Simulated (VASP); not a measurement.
Wanted: the native input for a VASP 6.6.1 run.

- Task: single point
- Functional: PBE
- Potentials or basis: VASP PAW PBE potentials, release 64 (Sb)
- Cutoff: 520 eV
- k mesh: 18 × 18 × 18
- Occupations: fermi-dirac, width 0.1 eV
- Spin: no spin polarisation
- Dipole correction: no
- Further INCAR settings: ALGO = Normal; EDIFF = 1e-06; NBANDS = 8

The structure of Sb lies in POSCAR:

```
Sb
1.0
   -1.4948184541      1.4948184541      1.4948184541
    1.4948184541     -1.4948184541      1.4948184541
    1.4948184541      1.4948184541     -1.4948184541
Sb
1
Direct
    0.0000000000      0.0000000000      0.0000000000
```

These files were run (other wordings do the same):

INCAR

```
SYSTEM = Sb
PREC     = Accurate       ! precision mode
ENCUT    = 520            ! plane-wave cutoff, eV
EDIFF    = 1E-6           ! SCF threshold, eV
ISMEAR   = -1             ! smearing method
SIGMA    = 0.1            ! smearing width, eV
LREAL    = .FALSE.        ! projectors in reciprocal space
LASPH    = .TRUE.         ! aspherical terms in the spheres
NELM     = 80             ! most SCF steps
ALGO     = Normal         ! electronic algorithm
ISIF     = 2              ! what is computed and relaxed
LWAVE    = .FALSE.        ! write WAVECAR
LCHARG   = .FALSE.        ! write CHGCAR
GGA      = PE             ! functional
NBANDS   = 8              ! bands
```

KPOINTS

```
Automatic mesh
0
G
  18 18 18
  0 0 0
```

Potentials or basis: VASP PAW PBE potentials, release 64 (Sb).

Launch:

```console
$ cat potpaw_PBE.64/Sb/POTCAR > POTCAR
$ mpirun -np 1 vasp_std > vasp.out
```

It gave:

```
Pressure : 225.8 GPa
```

Run time: 26 s on 1 thread of Intel Xeon 8259CL, on a shared host, peak memory 0.14 GiB.
